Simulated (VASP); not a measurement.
Runs of VASP 6.6.1 on AlSn. The structure is that of space group P-6m2 (No. 187), or close to it. The cells are those of the table. 

| task | cell | gap on the mesh (eV) | pressure (GPa) |
| --- | --- | --- | --- |
| electric field gradients | a = 4.198, b = 4.198, c = 3.307 Å, angles 90.0, 90.0, 120.0°, 2 atoms | none | (a) |
| single point | a = 4.226, b = 4.226, c = 3.329 Å, angles 90.0, 90.0, 120.0°, 2 atoms | none | -2.9 |
| single point | a = 4.141, b = 4.141, c = 3.262 Å, angles 90.0, 90.0, 120.0°, 2 atoms | none | 0.0 |
| electric field gradients | a = 4.170, b = 4.170, c = 3.285 Å, angles 90.0, 90.0, 120.0°, 2 atoms | none | -1.1 |
| electric field gradients | a = 4.253, b = 4.253, c = 3.350 Å, angles 90.0, 90.0, 120.0°, 2 atoms | none | -3.7 |
| electric field gradients | a = 4.141, b = 4.141, c = 3.262 Å, angles 90.0, 90.0, 120.0°, 2 atoms | none | 0.0 |
| electric field gradients | a = 4.226, b = 4.226, c = 3.329 Å, angles 90.0, 90.0, 120.0°, 2 atoms | none | -2.9 |
| single point | a = 4.170, b = 4.170, c = 3.285 Å, angles 90.0, 90.0, 120.0°, 2 atoms | none | -1.1 |

Alike in all rows: level PBEsol; potentials or basis VASP PAW PBE potentials, release 64 (Al, Sn_d); no spin polarisation; k mesh 11 × 11 × 12; cutoff (eV) 520; smearing fermi-dirac 0.05 eV.

Question: Estimate the missing entries.

Answer: (a) -2.1.

Caveats: the PAW data sets were made with another functional, which shifts forces and pressure a little; spin-orbit coupling is left out, which moves the levels of the heavy elements.

A k mesh can miss the band edges, and the runs leave out spin-orbit coupling on Sn.

A gap of «none» marks levels without a gap at the run's occupations.
